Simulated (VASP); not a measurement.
# Cd (P6_3/mmc) in VASP: further runs, part 2 of 2

VASP 6.6.1. The steps go on from the part before.

**4. Single point, BLYP, non-collinear spin, zero start, spin-orbit coupling**

File INCAR:

```
PREC = Accurate
ENCUT = 520
EDIFF = 1E-6
ISMEAR = -1
SIGMA = 0.1
LREAL = F
LASPH = T
NELM = 150
ALGO = Normal
ISIF = 2
LWAVE = F
LCHARG = F
MAGMOM = 0 0 0 0 0 0
LORBIT = 11
LSORBIT = T
GGA_COMPAT = F
LORBMOM = T
GGA = B5
ALDAX = 1.0
AGGAX = 1.0
AGGAC = 1.0
ALDAC = 0.0
NBANDS = 36
```

File KPOINTS:

```
Automatic mesh
0
Gamma
  12 12 5
```

File POSCAR:

```
Cd
1.0
    3.0972784556      0.0000000000      0.0000000000
   -1.5486392278      2.6823218251      0.0000000000
    0.0000000000      0.0000000000      6.4200637829
Cd
2
Direct
    0.3333333333      0.6666666667      0.2500000000
    0.6666666667      0.3333333333      0.7500000000
```

Potentials or basis: VASP PAW PBE potentials, release 64 (Cd).

The run is started by

```bash
> cat potpaw_PBE.64/Cd/POTCAR > POTCAR
> mpirun -np 1 vasp_ncl > vasp.out
```

OUTCAR:

```text
PREC = Accurate
   ENCUT = 520
   EDIFF = 1E-6
   ISMEAR = -1
   LREAL = F
   LASPH = T
   NELM = 150
   ISIF = 2
   LORBIT = 11
   LSORBIT = T
   GGA = B5

 ion  position               nearest neighbor table
   1  0.333  0.667  0.250-   2 3.67   2 3.67   2 3.67   2 3.67   2 3.67   2 3.67
   2  0.667  0.333  0.750-   1 3.67   1 3.67   1 3.67   1 3.67   1 3.67   1 3.67

  LATTYP: Found a hexagonal cell.
 ALAT       =     3.0972784556
 C/A-ratio  =     2.0728080716

  Lattice vectors:

 A1 = (   3.0972784556,   0.0000000000,   0.0000000000)
 A2 = (  -1.5486392278,   2.6823218251,   0.0000000000)
 A3 = (   0.0000000000,   0.0000000000,   6.4200637829)

Analysis of symmetry for initial positions (statically):
=====================================================================
 Subroutine PRICEL returns:
 Original cell was already a primitive cell.

 Routine SETGRP: Setting up the symmetry group for a
 hexagonal supercell.

 Subroutine GETGRP returns: Found 24 space group operations
 (whereof 12 operations were pure point group operations)
 out of a pool of 24 trial point group operations.

The static configuration has the point symmetry D_3d.
 The point group associated with its full space group is D_6h.

Analysis of symmetry for dynamics (positions and initial velocities):
=====================================================================
 Subroutine PRICEL returns:
 Original cell was already a primitive cell.

 Routine SETGRP: Setting up the symmetry group for a
 hexagonal supercell.

 Subroutine GETGRP returns: Found 24 space group operations
 (whereof 12 operations were pure point group operations)
 out of a pool of 24 trial point group operations.

The dynamic configuration has the point symmetry D_3d.
 The point group associated with its full space group is D_6h.

Analysis of structural, dynamic, and magnetic symmetry:
=====================================================================
[... 1148 lines left out ...]
 orbital moment (y)

 # of ion     p       d       tot
 ----------------------------------------
  1         0.000  -0.000  -0.000
  2         0.000  -0.000  -0.000
 ----------------------------------------
            0.000  -0.000  -0.000

 orbital moment (z)

 # of ion     p       d       tot
 ----------------------------------------
  1         0.000  -0.000  -0.000
  2         0.000  -0.000  -0.000
 ----------------------------------------
            0.000  -0.000  -0.000

 Spin-Orbit-Coupling matrix elements

 Ion:    1  E_soc:     -0.0557044
 l=   1
     0.0000000    -0.0020437    -0.0024363
    -0.0020437     0.0000000    -0.0020437
    -0.0024363    -0.0020437     0.0000000
 l=   2
     0.0000000    -0.0014352     0.0000000    -0.0014352    -0.0057547
    -0.0014352     0.0000000    -0.0042133    -0.0014066    -0.0014352
     0.0000000    -0.0042133     0.0000000    -0.0042133     0.0000000
    -0.0014352    -0.0014066    -0.0042133     0.0000000    -0.0014352
    -0.0057547    -0.0014352     0.0000000    -0.0014352     0.0000000
 l=   3
     0.0000000     0.0000000     0.0000000     0.0000000     0.0000000     0.0000000     0.0000000
     0.0000000     0.0000000     0.0000000     0.0000000     0.0000000     0.0000000     0.0000000
     0.0000000     0.0000000     0.0000000     0.0000000     0.0000000     0.0000000     0.0000000
     0.0000000     0.0000000     0.0000000     0.0000000     0.0000000     0.0000000     0.0000000
     0.0000000     0.0000000     0.0000000     0.0000000     0.0000000     0.0000000     0.0000000
     0.0000000     0.0000000     0.0000000     0.0000000     0.0000000     0.0000000     0.0000000
     0.0000000     0.0000000     0.0000000     0.0000000     0.0000000     0.0000000     0.0000000

 Ion:    2  E_soc:     -0.0557044
 l=   1
     0.0000000    -0.0020437    -0.0024363
    -0.0020437     0.0000000    -0.0020437
    -0.0024363    -0.0020437     0.0000000
 l=   2
     0.0000000    -0.0014352     0.0000000    -0.0014352    -0.0057547
    -0.0014352     0.0000000    -0.0042133    -0.0014066    -0.0014352
     0.0000000    -0.0042133     0.0000000    -0.0042133     0.0000000
    -0.0014352    -0.0014066    -0.0042133     0.0000000    -0.0014352
    -0.0057547    -0.0014352     0.0000000    -0.0014352     0.0000000
 l=   3
     0.0000000     0.0000000     0.0000000     0.0000000     0.0000000     0.0000000     0.0000000
     0.0000000     0.0000000     0.0000000     0.0000000     0.0000000     0.0000000     0.0000000
     0.0000000     0.0000000     0.0000000     0.0000000     0.0000000     0.0000000     0.0000000
     0.0000000     0.0000000     0.0000000     0.0000000     0.0000000     0.0000000     0.0000000
     0.0000000     0.0000000     0.0000000     0.0000000     0.0000000     0.0000000     0.0000000
     0.0000000     0.0000000     0.0000000     0.0000000     0.0000000     0.0000000     0.0000000
     0.0000000     0.0000000     0.0000000     0.0000000     0.0000000     0.0000000     0.0000000

 total charge

# of ion       s       p       d       tot
------------------------------------------
    1        0.569   0.225   9.500  10.293
    2        0.569   0.225   9.500  10.293
--------------------------------------------------
tot          1.138   0.449  18.999  20.587

 magnetization (x)

# of ion       s       p       d       tot
------------------------------------------
    1        0.000   0.000  -0.000   0.000
    2        0.000   0.000  -0.000  -0.000
--------------------------------------------------
tot          0.000   0.000  -0.000   0.000

 magnetization (y)

# of ion       s       p       d       tot
------------------------------------------
    1        0.000   0.000   0.000   0.000
    2        0.000   0.000   0.000   0.000
--------------------------------------------------
tot          0.000   0.000   0.000   0.000

 magnetization (z)

# of ion       s       p       d       tot
------------------------------------------
    1        0.000   0.000   0.000   0.000
    2        0.000   0.000   0.000   0.000
--------------------------------------------------
tot          0.000   0.000   0.000   0.000
```

OSZICAR:

```text
N       E                     dE             d eps       ncg     rms          rms(c)
DAV:   1     0.192798604053E+03    0.19280E+03   -0.12269E+04  4104   0.130E+03
DAV:   2     0.535428093806E+01   -0.18744E+03   -0.17675E+03  4256   0.358E+02
DAV:   3    -0.430365810791E+00   -0.57846E+01   -0.57508E+01  4764   0.707E+01
DAV:   4    -0.449417958484E+00   -0.19052E-01   -0.19033E-01  4452   0.388E+00
DAV:   5    -0.449496767098E+00   -0.78809E-04   -0.78808E-04  4388   0.212E-01    0.268E+00
DAV:   6    -0.343169935383E+00    0.10633E+00   -0.29015E-01  4444   0.605E+00    0.220E+00
DAV:   7    -0.337319053659E+00    0.58509E-02   -0.17499E-02  4340   0.109E+00    0.135E+00
DAV:   8    -0.336531020042E+00    0.78803E-03   -0.29408E-03  4296   0.563E-01    0.254E-01
DAV:   9    -0.336592972899E+00   -0.61953E-04   -0.96491E-05  4548   0.105E-01    0.433E-02
DAV:  10    -0.336645522897E+00   -0.52550E-04   -0.39211E-05  4328   0.513E-02    0.182E-02
DAV:  11    -0.336657232944E+00   -0.11710E-04   -0.13433E-05  4356   0.343E-02    0.365E-03
DAV:  12    -0.336657349080E+00   -0.11614E-06   -0.84626E-08  2492   0.239E-03
   1 F= -.33665735E+00 E0= -.32514035E+00  d E =-.230340E-01  mag=     0.0000    -0.0000    -0.0000
```

stdout:

```text
POSCAR found type information on POSCAR Cd
 POSCAR found :  1 types and       2 ions
 scaLAPACK will be used
 -----------------------------------------------------------------------------
|                                                                             |
|                                                                             |
|     You enforced a specific xc type in the INCAR file but a different       |
|     I HOPE YOU KNOW WHAT YOU ARE DOING!                                     |
|                                                                             |
 -----------------------------------------------------------------------------

 LDA part: xc-table for (Slater(with rela. corr.)+VWN5), standard interpolation
 POSCAR, INCAR and KPOINTS ok, starting setup
 FFT: planning ... GRIDC
 FFT: planning ... GRID_SOFT
 FFT: planning ... GRID
 WAVECAR not read
 entering main loop
```

It took 86 s on 1 thread of Intel Xeon Platinum 8559C (Emerald Rapids), shared host; peak memory 0.35 GiB.

Results:

```yaml
Free_energy: -0.3367 eV
Pressure: 0.0 GPa
Net_moment: 0.00 μB per cell
Valence_electrons_inside_the_program's_atomic_spheres: Cd 10.29
```

Moments on the atoms (μB; x, y, z):
```
Cd  0.00 0.00 0.00
Cd  0.00 0.00 0.00
```

Caveat: the PAW data sets were made with another functional, which shifts forces and pressure a little.
